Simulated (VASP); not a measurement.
Set up this calculation in VASP 6.6.1, as the native input.

| Property | Result |
| --- | --- |
| Task | single point |
| Functional | r2SCAN |
| Potentials or basis | VASP PAW PBE potentials, release 64 (Cd, S) |
| Cutoff | 520 eV |
| k mesh | 12 × 12 × 4 |
| Occupations | gaussian, width 0.01 eV |
| Spin | no spin polarisation |
| Dipole correction | no |
| Further INCAR settings | ALGO = Normal; EDIFF = 1e-06; NBANDS = 26 |

Crystal: CdS.

```
Cd S
1.0
     4.16460    0.00000    0.00000
    -2.08230    3.60665    0.00000
     0.00000    0.00000    6.83367
Cd S
2 2
Direct
  0.33333 0.66667 0.00015
  0.66667 0.33333 0.50015
  0.33333 0.66667 0.37485
  0.66667 0.33333 0.87485
```

This cell differs from its parent crystal: uniaxial z strain +1.0%.

These files were run (other wordings do the same):

POSCAR

```
CdS
1.0
    4.1646012827      0.0000000000      0.0000000000
   -2.0823006414      3.6066505075      0.0000000000
    0.0000000000      0.0000000000      6.8336705949
Cd S
2 2
Direct
    0.3333333333      0.6666666667      0.0001468416
    0.6666666667      0.3333333333      0.5001468416
    0.3333333333      0.6666666667      0.3748531584
    0.6666666667      0.3333333333      0.8748531584
```

INCAR.step1

```
SYSTEM = CdS
  ALGO = Normal
  EDIFF = 1E-4
  ENCUT = 520
  GGA = PE
  ISMEAR = 0
  LASPH = .TRUE.
  LCHARG = .FALSE.
  LREAL = .FALSE.
  LWAVE = .TRUE.
  NBANDS = 26
  NELM = 100
  PREC = Accurate
  SIGMA = 0.01
```

INCAR.step2

```
SYSTEM = CdS
  ALGO = Normal
  EDIFF = 1E-6
  ENCUT = 520
  ISIF = 2
  ISMEAR = 0
  ISTART = 1
  LASPH = .TRUE.
  LCHARG = .TRUE.
  LELF = .TRUE.
  LMIXTAU = .TRUE.
  LREAL = .FALSE.
  LVHAR = .TRUE.
  LWAVE = .FALSE.
  METAGGA = R2SCAN
  NBANDS = 26
  NELM = 100
  PREC = Accurate
  SIGMA = 0.01
```

KPOINTS

```
k-points
0
G
  12 12 4
  0 0 0
```

Potentials or basis: VASP PAW PBE potentials, release 64 (Cd, S).

Launch:

```console
$ cat potpaw_PBE.64/Cd/POTCAR potpaw_PBE.64/S/POTCAR > POTCAR
$ cp INCAR.step1 INCAR
$ mpirun -np 1 vasp_std > vasp.out
$ cp INCAR.step2 INCAR
$ mpirun -np 1 vasp_std > vasp.out
```

It gave:

```json
{
  "Pressure": "-0.3 GPa",
  "Band gap on the k mesh": "1.58 eV"
}
```

Caveat: the cell differs from its parent crystal (uniaxial z strain +1.0%); the PAW data sets were made with another functional, which shifts forces and pressure a little.

Wall time 3.3 min on 1 thread of Intel(R) Xeon(R) 6975P-C (Granite Rapids), with other jobs on the host, peak memory 0.31 GiB.
